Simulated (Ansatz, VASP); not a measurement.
## Si in VASP and in Ansatz

The input INCAR:

```
SYSTEM = Si
  PREC = Accurate
  ENCUT = 520
  EDIFF = 1E-8
  ISMEAR = -1
  SIGMA = 0.05
  LREAL = .False.
  LASPH = .True.
  NELM = 60
  ALGO = Normal
  ISIF = 2
  LWAVE = .False.
  LCHARG = .False.
  LEFG = .True.
  NBANDS = 11
```

Contents of KPOINTS:

```
Automatic mesh
0
Gamma
  16 16 16
  0 0 0
```

The input POSCAR:

```
Si
1.0
   -2.2434715157      2.3605785361      1.2707357541
    2.2434715157     -2.3605785361      1.2707357541
    2.2434715157      2.3605785361     -1.2707357541
Si
2
Direct
    0.8070000000      0.5570000000      0.2500000000
    0.1930000000      0.4430000000      0.7500000000
```

Input for Ansatz:

```yaml
crystal:
  lattice:
    - [-2.2434715157, 2.3605785361, 1.2707357541]
    - [2.2434715157, -2.3605785361, 1.2707357541]
    - [2.2434715157, 2.3605785361, -1.2707357541]
  atoms:
    - { symbol: Si, position: [0.807, 0.557, 0.25] }
    - { symbol: Si, position: [0.193, 0.443, 0.75] }
kpoints:
  mp_grid: { grid: [16, 16, 16] }
scf:
  occupations: { method: fermi_dirac, width: 0.05 }
hamiltonian:
  xc: lda
  pseudopotentials: { kind: paw }
output:
  forces: true
  stress: true
  eigenvalues: true
  efg: { contact_densities: true }
  write_density: true
  write_potential: true
  elf: true
  volumetric_format: npy
```

Change from the starting cell: volume scaled by 0.99, PAW files.

Alike in both runs: task electric field gradients; functional LDA; k mesh 16 × 16 × 16; occupations fermi-dirac, width 0.05 eV; no spin polarisation.

```csv
,VASP,Ansatz
version,VASP 6.6.1,Ansatz 0.2.0
potentials or method,"VASP PAW LDA potentials, release 64 (Si)","PAW with Ansatz's default frozen-core files, scalar-relativistic"
plane-wave cutoff (eV),520,420
valence electrons in the cell,8,8
```

Ansatz gave:

- pressure (GPa): 12.5
- traceless stress, the component that is largest in VASP (GPa): 1.63
- rms of the force components (eV/Å): 0.003
- size of Vzz on the site where it differs most (V/Å²): 26.2

Question: Which values does VASP return?

Answer: Pressure (GPa): 12.6; traceless stress, the component that is largest in VASP (GPa): 1.65; rms of the force components (eV/Å): 0.003; size of Vzz on the site where it differs most (V/Å²): 26.9.

LDA's correlation is that of Perdew and Zunger in VASP and of Perdew and Wang (1992) in Ansatz. Atom by atom the forces differ by 0.000 eV/Å (rms over components).
